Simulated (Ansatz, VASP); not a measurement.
## Mg in VASP and in Ansatz

File INCAR:

```
SYSTEM = Mg
PREC = Accurate
ENCUT = 520
EDIFF = 1E-7
ISMEAR = -1
SIGMA = 0.03
LREAL = .FALSE.
LASPH = .TRUE.
NELM = 100
ALGO = Normal
ISIF = 2
LWAVE = .FALSE.
LCHARG = .FALSE.
GGA = CA
NBANDS = 7
```

Contents of KPOINTS:

```
regular mesh
0
G
  16 16 16
  0 0 0
```

File POSCAR:

```
Mg
1.0
    0.0000000000      2.3115836800      2.2442560000
    2.3115836800      0.0000000000      2.2442560000
    2.3115836800      2.3115836800      0.0000000000
Mg
1
Direct
    0.0000000000      0.0000000000      0.0000000000
```

Input for Ansatz:

```yaml
crystal:
  lattice:
    - [0.0, 2.31158368, 2.244256]
    - [2.31158368, 0.0, 2.244256]
    - [2.31158368, 2.31158368, 0.0]
  atoms:
    - { symbol: Mg, position: [0.0, 0.0, 0.0] }
kpoints:
  mp_grid: { grid: [16, 16, 16] }
  band_path:
    path:
      - [0.0, 0.0, 0.0]
      - [0.0, 0.5, 0.5]
      - [0.25, 0.75, 0.5]
      - [0.0, 0.5, 0.0]
      - [0.0, 0.0, 0.0]
      - [0.5, 0.5, 0.0]
      - [0.3826125, 0.6173875, 0.0]
      - [-0.3826125, 0.3826125, 0.0]
      - [0.0, 0.0, 0.0]
    npoints: 5
scf:
  occupations: { method: fermi_dirac, width: 0.03 }
hamiltonian:
  xc: lda
  pseudopotentials: { kind: all_electron, lapw: { basis_error: 0.001 } }
output:
  forces: true
  stress: true
  eigenvalues: true
```

Change from the starting cell: equal xx and yy strain of +3 %.

Alike in both runs: task single point; functional LDA; k mesh 16 × 16 × 16; occupations fermi-dirac, width 0.03 eV; no spin polarisation.

|  | VASP | Ansatz |
| --- | --- | --- |
| version | VASP 6.6.1 | Ansatz 0.2.0 |
| potentials or method | VASP PAW LDA potentials, release 64 (Mg), cutoff 520 eV | all-electron LAPW, scalar-relativistic |

Ansatz gave:

```
pressure (GPa)                                                : -3.1
traceless stress, the component that is largest in VASP (GPa) : -0.06
```

Problem. What did VASP give for the same quantities?

Solution. Pressure (GPa): -3.4; traceless stress, the component that is largest in VASP (GPa): -0.06.

LDA's correlation is that of Perdew and Zunger in VASP and of Perdew and Wang (1992) in Ansatz. Ansatz ran all-electron here, and VASP with PAW potentials.
